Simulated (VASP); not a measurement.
Set up this calculation in VASP 6.6.1, as the native input.

```yaml
Task: electric field gradients
Functional: PBE
Potentials_or_basis: VASP PAW PBE potentials, release 64 (Ti_sv)
Cutoff: 520 eV
k_mesh: 13 × 13 × 7
Occupations: fermi-dirac, width 0.08 eV
Spin: no spin polarisation
Dipole_correction: no
Further_INCAR_settings: ALGO = Normal; EDIFF = 1e-08; NBANDS = 19
```

The structure of Ti lies in POSCAR:

```
Ti
1.0
    2.9301986205      0.0000000000      0.0000000000
   -1.4650993102      2.5376264435      0.0000000000
    0.0000000000      0.0000000000      4.6545493880
Ti
2
Direct
    0.3333333333      0.6666666667      0.2500000000
    0.6666666667      0.3333333333      0.7500000000
```

These files were run (other wordings do the same):

INCAR

```
SYSTEM = Ti
  ALGO = Normal
  EDIFF = 1E-8
  ENCUT = 520
  GGA = PE
  ISIF = 2
  ISMEAR = -1
  LASPH = .TRUE.
  LCHARG = .FALSE.
  LEFG = .TRUE.
  LREAL = .FALSE.
  LWAVE = .FALSE.
  NBANDS = 19
  NELM = 60
  PREC = Accurate
  SIGMA = 0.08
```

KPOINTS

```
k-points
0
G
  13 13 7
  0 0 0
```

Potentials or basis: VASP PAW PBE potentials, release 64 (Ti_sv).

Launch:

```sh
$ cat potpaw_PBE.64/Ti_sv/POTCAR > POTCAR
$ mpirun -np 1 vasp_std > vasp.out
```

It gave:

```yaml
Pressure: 0.4 GPa
Band_gap_on_the_k_mesh: zero (bands 12 and 13 overlap by 1.11 eV)
Largest_electric_field_gradient_by_atom: Ti +17.3 V/Å²
```

Caveat: without QUAD_EFG the Cq values of the log hold for a quadrupole moment of 1 mb, not for the nuclei.

It took 75 s on 1 thread of Intel Xeon 8259CL, with other jobs on the host, peak memory 0.18 GiB.
